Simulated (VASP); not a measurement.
# Rb (P6_3/mmc) in VASP: a series of runs

Rb is run at these levels: PBE; tasks: single point.

All numbers are computed with VASP 6.6.1; they aren't measurements. Logs are shortened: lines on timing, memory, paths and dates and some standing lists are left out, and cuts for length are marked.

## Step 1: The cell of the first run

Symmetry: P6_3/mmc, No. 194, hexagonal system. Conventional cell: a = 5.168 Å, b = 5.168 Å, c = 17.400 Å, α = 90.00°, β = 90.00°, γ = 120.00°.

This isn't the form of Rb at room conditions, which is bcc.

## Step 2: Single point, PBE (strained)

Input file INCAR:

```
SYSTEM = Rb
  PREC = Accurate
  ENCUT = 520
  EDIFF = 1E-6
  ISMEAR = 0
  SIGMA = 0.1
  LREAL = .FALSE.
  LASPH = .TRUE.
  NELM = 60
  ALGO = Fast
  ISIF = 2
  LWAVE = .FALSE.
  LCHARG = .FALSE.
  GGA = PE
  NBANDS = 26
```

Input file KPOINTS:

```
regular mesh
0
G
  9 9 4
  0 0 0
```

Input file POSCAR:

```
Rb
1.0
    5.1681138545      0.0000000000      0.0000000000
   -2.5840569273      4.4757178877      0.0000000000
    0.0000000000      0.0000000000     17.4001990547
Rb
4
Direct
    0.0000000000      0.0000000000      0.0000000000
    0.3333333300      0.6666666700      0.7500000000
    0.0000000000      0.0000000000      0.5000000000
    0.6666666700      0.3333333300      0.2500000000
```

Potentials or basis: VASP PAW PBE potentials, release 64 (Rb_sv).

Started as:

```bash
> cat potpaw_PBE.64/Rb_sv/POTCAR > POTCAR
> mpirun -np 1 vasp_std > vasp.out
```

OUTCAR:

```text
SYSTEM = Rb
   PREC = Accurate
   ENCUT = 520
   EDIFF = 1E-6
   ISMEAR = 0
   LREAL = .FALSE.
   LASPH = .TRUE.
   NELM = 60
   ISIF = 2
   GGA = PE

 ion  position               nearest neighbor table
   1  0.000  0.000  0.000-   2 5.28   4 5.28   4 5.28   2 5.28   4 5.28   2 5.28
   2  0.333  0.667  0.750-   1 5.28   3 5.28   1 5.28   3 5.28   1 5.28   3 5.28
   3  0.000  0.000  0.500-   2 5.28   4 5.28   4 5.28   2 5.28   4 5.28   2 5.28
   4  0.667  0.333  0.250-   1 5.28   3 5.28   1 5.28   3 5.28   1 5.28   3 5.28

  LATTYP: Found a hexagonal cell.
 ALAT       =     5.1681138545
 C/A-ratio  =     3.3668374081

  Lattice vectors:

 A1 = (   5.1681138545,   0.0000000000,   0.0000000000)
 A2 = (  -2.5840569273,   4.4757178877,   0.0000000000)
 A3 = (   0.0000000000,   0.0000000000,  17.4001990547)

Analysis of symmetry for initial positions (statically):
=====================================================================
 Subroutine PRICEL returns:
 Original cell was already a primitive cell.

 Routine SETGRP: Setting up the symmetry group for a
 hexagonal supercell.

 Subroutine GETGRP returns: Found 24 space group operations
 (whereof 12 operations were pure point group operations)
 out of a pool of 24 trial point group operations.

The static configuration has the point symmetry D_3d.
 The point group associated with its full space group is D_6h.

Analysis of symmetry for dynamics (positions and initial velocities):
=====================================================================
 Subroutine PRICEL returns:
 Original cell was already a primitive cell.

 Routine SETGRP: Setting up the symmetry group for a
 hexagonal supercell.

 Subroutine GETGRP returns: Found 24 space group operations
 (whereof 12 operations were pure point group operations)
 out of a pool of 24 trial point group operations.

The dynamic configuration has the point symmetry D_3d.
 The point group associated with its full space group is D_6h.

 Subroutine INISYM returns: Found 24 space group operations
 (whereof 12 operations are pure point group operations),
 and found     1 'primitive' translations

----------------------------------------------------------------------------------------

                                     Primitive cell

  volume of cell :     402.4843

  direct lattice vectors                    reciprocal lattice vectors
     5.168113854  0.000000000  0.000000000     0.193494189  0.111713922  0.000000000
    -2.584056927  4.475717888  0.000000000     0.000000000  0.223427844  0.000000000
     0.000000000  0.000000000 17.400199055     0.000000000  0.000000000  0.057470607

  length of vectors
     5.168113854  5.168113855 17.400199055     0.223427844  0.223427844  0.057470607

  position of ions in fractional coordinates (direct lattice)
     0.000000000  0.000000000  0.000000000
     0.333333330  0.666666670  0.750000000
     0.000000000  0.000000000  0.500000000
     0.666666670  0.333333330  0.250000000

  ion indices of the primitive-cell ions
   primitive index   ion index
                 1           1
                 2           2
                 3           3
                 4           4

----------------------------------------------------------------------------------------

 KPOINTS: regular mesh

Automatic generation of k-mesh.
 Grid dimensions read from file:
 generate k-points for:    9    9    4

 Generating k-lattice:

  Cartesian coordinates                     Fractional coordinates (reciprocal lattice)
     0.021499354  0.012412658  0.000000000     0.111111111  0.000000000  0.000000000
     0.000000000  0.024825316  0.000000000     0.000000000  0.111111111  0.000000000
     0.000000000  0.000000000  0.014367652     0.000000000  0.000000000  0.250000000

  Length of vectors
     0.024825316  0.024825316  0.014367652

  Shift w.r.t. Gamma in fractional coordinates (k-lattice)
     0.000000000  0.000000000  0.000000000

 Subroutine IBZKPT returns following result:
 ===========================================

 Found     36 irreducible k-points:

 Following reciprocal coordinates:
            Coordinates               Weight
  0.000000  0.000000  0.000000      1.000000
  0.111111  0.000000  0.000000      6.000000
  0.222222 -0.000000  0.000000      6.000000
  0.333333  0.000000  0.000000      6.000000
  0.444444 -0.000000  0.000000      6.000000
  0.111111  0.111111  0.000000      6.000000
[... 16 lines left out ...]
  0.333333  0.222222  0.250000     24.000000
  0.333333  0.333333  0.250000      4.000000
 [... further k-points ...]
   k-points           NKPTS =     36   k-points in BZ     NKDIM =     36   number of bands    NBANDS=     26
   number of dos      NEDOS =    301   number of ions     NIONS =      4
   total plane-waves  NPLWV = 224000
   dimension x,y,z NGX =    40 NGY =   40 NGZ =  140
   dimension x,y,z NGXF=    80 NGYF=   80 NGZF=  280
   ions per type =               4
   NGX,Y,Z   is equivalent  to a cutoff of  12.87, 12.87, 13.38 a.u.
   NGXF,Y,Z  is equivalent  to a cutoff of  25.73, 25.73, 26.75 a.u.
 SYSTEM =  Rb
   PREC   = accura    normal or accurate (medium, high low for compatibility)
   ISTART =      0    job   : 0-new  1-cont  2-samecut
   ICHARG =      2    charge: 1-file 2-atom 10-const
   ISPIN  =      1    spin polarized calculation?
   LNONCOLLINEAR =      F non collinear calculations
   LSORBIT =      F    spin-orbit coupling
   LASPH  =      T    aspherical Exc in radial PAW
   ENCUT  =  520.0 eV  38.22 Ry    6.18 a.u.   9.61  9.61 32.35*2*pi/ulx,y,z
   NELM   =     60;   NELMIN=  2; NELMDL= -5     # of ELM steps
   EDIFF  = 0.1E-05   stopping-criterion for ELM
   LREAL  =      F    real-space projection
   EDIFFG = 0.1E-04   stopping-criterion for IOM
   NSW    =      0    number of steps for IOM
   IBRION =     -1    ionic relax: 0-MD 1-quasi-New 2-CG
   NFREE  =      0    steps in history (QN), initial steepest desc. (CG)
   ISIF   =      2    stress and relaxation
   ISYM   =      2    0-nonsym 1-usesym 2-fastsym
   POTIM  = 0.5000    time-step for ionic-motion
   TEBEG  =    0.0;   TEEND  =   0.0 temperature during run
   PSTRESS=    0.0 pullay stress
   NELECT =      36.0000    total number of electrons
   NUPDOWN=      -1.0000    fix difference up-down
   EMIN   =  10.00;   EMAX   =-10.00  energy-range for DOS
   EFERMI =   0.00;   METHOD = LEGACY
   ISMEAR =     0;   SIGMA  =   0.10  broadening in eV -4-tet -1-fermi 0-gaus
   EFERMI_NEDOS =   21; number of points for ismear=-14 and -15
   IALGO  =     68    algorithm
   IMIX   =      4    mixing-type and parameters
     AMIX     =   0.40;   BMIX     =  1.00
     AMIX_MAG =   1.60;   BMIX_MAG =  1.00
  volume/ion in A,a.u.               =     100.62       679.02
  Fermi-wavevector in a.u.,A,eV,Ry     =   0.732138  1.383539  7.293068  0.536025
  Thomas-Fermi vector in A             =   1.824527
   LORBIT       =      0    0 simple, 1 ext, 2 COOP (PROOUT), +10 PAW based schemes
   GGA     = PE    functional components
   LHFCALC =     F    Hartree Fock is set to
   AEXX    =    0.0000 exact exchange contribution
   IVDW    =     0    specifies the selected vdW correction
   LEPSILON=     F    determine dielectric tensor
   LRPA    =     F    only Hartree local field effects (RPA)
 non-spin polarized calculation
 RMM-DIIS sequential band-by-band and
 Gauss-broadening in eV      SIGMA  =   0.10
  energy-cutoff  :      520.00
  volume of cell :      402.48
 maximum number of plane-waves:     10913
 NGX is ok and might be reduce to    40
   NGX = 19   NGY = 19   NGZ = 65

 number of electron      36.0000000 magnetization

 Free energy of the ion-electron system (eV)
  ---------------------------------------------------
  ext. energy  EPLUGINS =         0.00000000
  ---------------------------------------------------
  free energy    TOTEN  =        -3.73119099 eV

  energy without entropy =       -3.71492619  energy(sigma->0) =       -3.72305859

 E-fermi :  -0.1784     XC(G=0):  -5.2295

 val. band max:       -0.1812334674   @ k =   0.3333   0.1111   0.0000
 cond. band min:      -0.1470113626   @ k =   0.4444  -0.0000   0.2500
 fundamental gap:      0.0342221048
 Fermi energy:        -0.1783559081

 k-point     1 :       0.0000    0.0000    0.0000
  band No.  band energies     occupation
      1     -29.1564      2.00000
      2     -29.1556      2.00000
      3     -29.1552      2.00000
      4     -29.1544      2.00000
      5     -13.2688      2.00000
      6     -13.2393      2.00000
[... 18 lines left out ...]
     25       3.1897      0.00000
     26       3.2673      0.00000

 k-point     2 :       0.1111    0.0000    0.0000
  band No.  band energies     occupation
      1     -29.1561      2.00000
      2     -29.1554      2.00000
      3     -29.1550      2.00000
      4     -29.1542      2.00000
      5     -13.2663      2.00000
      6     -13.2398      2.00000
[... 18 lines left out ...]
     25       2.9176      0.00000
     26       2.9337      0.00000

 k-point     3 :       0.2222   -0.0000    0.0000
  band No.  band energies     occupation
      1     -29.1554      2.00000
      2     -29.1549      2.00000
      3     -29.1545      2.00000
      4     -29.1539      2.00000
      5     -13.2597      2.00000
      6     -13.2453      2.00000
[... 18 lines left out ...]
     25       2.2975      0.00000
     26       2.3303      0.00000

 k-point     4 :       0.3333    0.0000    0.0000
  band No.  band energies     occupation
      1     -29.1547      2.00000
      2     -29.1543      2.00000
      3     -29.1539      2.00000
      4     -29.1535      2.00000
      5     -13.2607      2.00000
      6     -13.2602      2.00000
[... 18 lines left out ...]
     25       2.0124      0.00000
     26       2.0605      0.00000

 k-point     5 :       0.4444   -0.0000    0.0000
  band No.  band energies     occupation
      1     -29.1541      2.00000
      2     -29.1539      2.00000
      3     -29.1535      2.00000
      4     -29.1533      2.00000
      5     -13.2723      2.00000
      6     -13.2706      2.00000
[... 18 lines left out ...]
     25       1.6894      0.00000
     26       1.8415      0.00000

 k-point     6 :       0.1111    0.1111    0.0000
  band No.  band energies     occupation
      1     -29.1557      2.00000
      2     -29.1550      2.00000
      3     -29.1546      2.00000
      4     -29.1540      2.00000
      5     -13.2617      2.00000
      6     -13.2425      2.00000
[... 427 lines left out ...]
 k-point    21 :       0.4444    0.1111    0.2500
  band No.  band energies     occupation
      1     -29.1539      2.00000
      2     -29.1538      2.00000
      3     -29.1533      2.00000
      4     -29.1532      2.00000
      5     -13.2710      2.00000
      6     -13.2694      2.00000
[... 18 lines left out ...]
     25       1.6380      0.00000
     26       1.7774      0.00000

 k-point    22 :       0.2222    0.2222    0.2500
  band No.  band energies     occupation
      1     -29.1543      2.00000
      2     -29.1541      2.00000
      3     -29.1535      2.00000
      4     -29.1534      2.00000
      5     -13.2601      2.00000
      6     -13.2588      2.00000
[... 18 lines left out ...]
     25       1.6382      0.00000
     26       1.9899      0.00000

 k-point    23 :       0.3333    0.2222    0.2500
  band No.  band energies     occupation
      1     -29.1538      2.00000
      2     -29.1537      2.00000
      3     -29.1533      2.00000
      4     -29.1532      2.00000
      5     -13.2643      2.00000
      6     -13.2630      2.00000
[... 18 lines left out ...]
     25       1.4789      0.00000
     26       1.7640      0.00000

 k-point    24 :       0.3333    0.3333    0.2500
  band No.  band energies     occupation
      1     -29.1536      2.00000
      2     -29.1536      2.00000
      3     -29.1532      2.00000
      4     -29.1532      2.00000
      5     -13.2578      2.00000
      6     -13.2572      2.00000
[... 18 lines left out ...]
     25       1.2799      0.00000
     26       1.5899      0.00000

 [... further k-points ...]

------------------------ aborting loop because EDIFF is reached ----------------------------------------

  FORCE on cell =-STRESS in cart. coord.  units (eV):
  Direction    XX          YY          ZZ          XY          YZ          ZX
  --------------------------------------------------------------------------------------
  -------------------------------------------------------------------------------------
  Total       -0.5256905     -0.5256905     -0.6678327      0.0000000     -0.0000000      0.0000000
  in kB       -2.0926266     -2.0926266     -2.6584548      0.0000000     -0.0000000      0.0000000
  external PRESSURE =      -2.2812360 kB  Pullay stress =       0.0000000 kB

 VOLUME and BASIS-vectors are now :
 -----------------------------------------------------------------------------
  energy-cutoff  :      520.00
  volume of cell :      402.48
      direct lattice vectors                 reciprocal lattice vectors
     5.168113854  0.000000000  0.000000000     0.193494189  0.111713922  0.000000000
    -2.584056927  4.475717888  0.000000000     0.000000000  0.223427844  0.000000000
     0.000000000  0.000000000 17.400199055     0.000000000  0.000000000  0.057470607

 POSITION                                       TOTAL-FORCE (eV/Angst)
 -----------------------------------------------------------------------------------
      0.00000      0.00000      0.00000        -0.000000      0.000000      0.000000
     -0.00000      2.98381     13.05015         0.000000      0.000000      0.000000
      0.00000      0.00000      8.70010        -0.000000      0.000000      0.000000
      2.58406      1.49191      4.35005        -0.000000     -0.000000     -0.000000
 -----------------------------------------------------------------------------------
    total drift:                               -0.000000      0.000000      0.000000

  FREE ENERGIE OF THE ION-ELECTRON SYSTEM (eV)
  ---------------------------------------------------
  free  energy   TOTEN  =        -3.7311909925 eV

  energy  without entropy=       -3.7149261887  energy(sigma->0) =       -3.72305859
```

It took 11 min on 1 thread of Intel Xeon Platinum 8375C at 2.90GHz (Ice Lake), shared host; peak memory 0.64 GiB.

Results:

- Free energy: -3.7312 eV
- Pressure: -0.2 GPa
- Band gap on the k mesh: zero (bands 18 and 19 overlap by 2.11 eV)

Caveat: the cell differs from its parent crystal (strained).

## Step 3: Single point, PBE

This run uses another cell than the first one, of 91.06 Å³/atom.

Input file INCAR:

```
SYSTEM = Rb
PREC = Accurate
ENCUT = 520
EDIFF = 1E-6
ISMEAR = 0
SIGMA = 0.1
LREAL = .FALSE.
LASPH = .TRUE.
NELM = 80
ALGO = Fast
ISIF = 2
LWAVE = .FALSE.
LCHARG = .FALSE.
GGA = PE
NBANDS = 26
```

Input file KPOINTS:

```
Automatic mesh
0
G
  9 9 4
  0 0 0
```

Input file POSCAR:

```
Rb
1.0
    5.0254355794      0.0000000000      0.0000000000
   -2.5127177897      4.3521548768      0.0000000000
    0.0000000000      0.0000000000     16.6536793775
Rb
4
Direct
    0.0000000000      0.0000000000      0.0000000000
    0.3333333333      0.6666666667      0.7500000000
    0.0000000000      0.0000000000      0.5000000000
    0.6666666667      0.3333333333      0.2500000000
```

Potentials or basis: VASP PAW PBE potentials, release 64 (Rb_sv).

Started as:

```bash
> cat potpaw_PBE.64/Rb_sv/POTCAR > POTCAR
> mpirun -np 1 vasp_std > vasp.out
```

OUTCAR:

```text
SYSTEM = Rb
   PREC = Accurate
   ENCUT = 520
   EDIFF = 1E-6
   ISMEAR = 0
   LREAL = .FALSE.
   LASPH = .TRUE.
   NELM = 80
   ISIF = 2
   GGA = PE

 ion  position               nearest neighbor table
   1  0.000  0.000  0.000-   2 5.07   4 5.07   2 5.07   4 5.07   4 5.07   2 5.07
   2  0.333  0.667  0.750-   1 5.07   3 5.07   1 5.07   3 5.07   1 5.07   3 5.07
   3  0.000  0.000  0.500-   2 5.07   4 5.07   2 5.07   4 5.07   4 5.07   2 5.07
   4  0.667  0.333  0.250-   1 5.07   3 5.07   1 5.07   3 5.07   1 5.07   3 5.07

  LATTYP: Found a hexagonal cell.
[... 900 lines left out ...]
  --------------------------------------------------------------------------------------
  -------------------------------------------------------------------------------------
  Total        0.0063081      0.0063081      0.0033074     -0.0000000     -0.0000000     -0.0000000
  in kB        0.0277472      0.0277472      0.0145481     -0.0000000     -0.0000000     -0.0000000
  external PRESSURE =       0.0233475 kB  Pullay stress =       0.0000000 kB

 VOLUME and BASIS-vectors are now :
 -----------------------------------------------------------------------------
  energy-cutoff  :      520.00
  volume of cell :      364.24
      direct lattice vectors                 reciprocal lattice vectors
     5.025435579  0.000000000  0.000000000     0.198987726  0.114885617  0.000000000
    -2.512717790  4.352154877  0.000000000     0.000000000  0.229771235  0.000000000
     0.000000000  0.000000000 16.653679378     0.000000000  0.000000000  0.060046791

 POSITION                                       TOTAL-FORCE (eV/Angst)
 -----------------------------------------------------------------------------------
      0.00000      0.00000      0.00000        -0.000000      0.000000      0.000000
     -0.00000      2.90144     12.49026         0.000000     -0.000000      0.000000
      0.00000      0.00000      8.32684        -0.000000      0.000000      0.000000
      2.51272      1.45072      4.16342         0.000000      0.000000     -0.000000
 -----------------------------------------------------------------------------------
    total drift:                                0.000000     -0.000000      0.000000

  FREE ENERGIE OF THE ION-ELECTRON SYSTEM (eV)
  ---------------------------------------------------
  free  energy   TOTEN  =        -3.7603898894 eV

  energy  without entropy=       -3.7448134242  energy(sigma->0) =       -3.75260166
```

stdout:

```text
POSCAR found type information on POSCAR Rb
 POSCAR found :  1 types and       4 ions
 scaLAPACK will be used
 LDA part: xc-table for (Slater+PW92), standard interpolation
 POSCAR, INCAR and KPOINTS ok, starting setup
 FFT: planning ... GRIDC
 FFT: planning ... GRID_SOFT
 FFT: planning ... GRID
 WAVECAR not read
 entering main loop
```

Run time: 5.7 min. Hardware: 1 thread of AMD EPYC 7R13 (Zen 3), shared host; peak memory 0.56 GiB.

Results:

```yaml
Free_energy: -3.7604 eV
Pressure: 0.0 GPa
Band_gap_on_the_k_mesh: zero (bands 18 and 19 overlap by 2.17 eV)
```

The gap in the log of VASP goes by the Fermi energy; the results here count the filled bands.